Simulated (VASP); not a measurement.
Runs of VASP 6.6.1 on Ni. The structure is that of space group P6_3/mmc (No. 194), or close to it. The cells are those of the table. This isn't the form of Ni at room conditions, which is fcc.

| spin | cell | k mesh | smearing | gap on the mesh (eV) | pressure (GPa) |
| --- | --- | --- | --- | --- | --- |
| off | a = 2.477, b = 2.477, c = 8.115 Å, angles 90.0, 90.0, 120.0°, 4 atoms | 17 × 17 × 5 | fermi-dirac 0.1 eV | none | -8.1 |
| collinear, ferromagnetic start | a = 2.345, b = 2.345, c = 7.683 Å, angles 90.0, 90.0, 120.0°, 4 atoms | 17 × 17 × 5 | fermi-dirac 0.05 eV | none | 39.4 |
| off | a = 2.445, b = 2.445, c = 8.010 Å, angles 90.0, 90.0, 120.0°, 4 atoms | 19 × 19 × 5 | fermi-dirac 0.1 eV | none | 0.0 |
| off | a = 2.509, b = 2.509, c = 8.218 Å, angles 90.0, 90.0, 120.0°, 4 atoms | 17 × 17 × 5 | fermi-dirac 0.1 eV | none | (b) |
| off | a = 2.343, b = 2.343, c = 7.676 Å, angles 90.0, 90.0, 120.0°, 4 atoms | 17 × 17 × 5 | fermi-dirac 0.1 eV | none | (a) |

Alike in all rows: task single point; level PBEsol; potentials or basis VASP PAW PBE potentials, release 64 (Ni); cutoff (eV) 520.

Problem. Estimate the missing entries.

Solution. (a) 39.7; (b) -14.5.

Caveats: the PAW data sets were made with another functional, which shifts forces and pressure a little; the cell stands under tension (at least some runs); the cell stands under pressure (at least some runs).

A gap of «none» marks levels without a gap at the run's occupations.
